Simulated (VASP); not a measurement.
Input of a VASP 6.6.1 run:

File INCAR:

```
PREC     = Accurate       # precision mode
ENCUT    = 520            # plane-wave cutoff, eV
EDIFF    = 1E-6           # SCF threshold, eV
ISMEAR   = 0              # smearing method
SIGMA    = 0.15           # smearing width, eV
LREAL    = F              # projectors in reciprocal space
LASPH    = T              # aspherical terms in the spheres
NELM     = 80             # most SCF steps
ALGO     = Fast           # electronic algorithm
ISIF     = 2              # what is computed and relaxed
LWAVE    = F              # write WAVECAR
LCHARG   = T              # write CHGCAR
GGA      = PS             # functional
LELF     = T              # ELF
LVHAR    = T            
NBANDS   = 12             # bands
```

KPOINTS

```
Automatic mesh
0
Gamma
  20 20 20
```

Contents of POSCAR:

```
Ag
1.0
    0.0000000000      1.9613760000      1.8796520000
    1.9613760000      0.0000000000      1.8796520000
    1.9613760000      1.9613760000      0.0000000000
Ag
1
Direct
    0.0000000000      0.0000000000      0.0000000000
```

Potentials or basis: VASP PAW PBE potentials, release 64 (Ag).

Launch:

```console
$ cat potpaw_PBE.64/Ag/POTCAR > POTCAR
$ mpirun -np 1 vasp_std > vasp.out
```

Problem. Predict the pressure.

Solution. 24.6 GPa.

Stress tensor (GPa, compression positive):
```
23.84  0.00  0.00
 0.00 23.84  0.00
 0.00  0.00 26.19
```

Caveat: the cell differs from its parent crystal (strain -0.040 along x and y, -0.080 along z); the PAW data sets were made with another functional, which shifts forces and pressure a little.
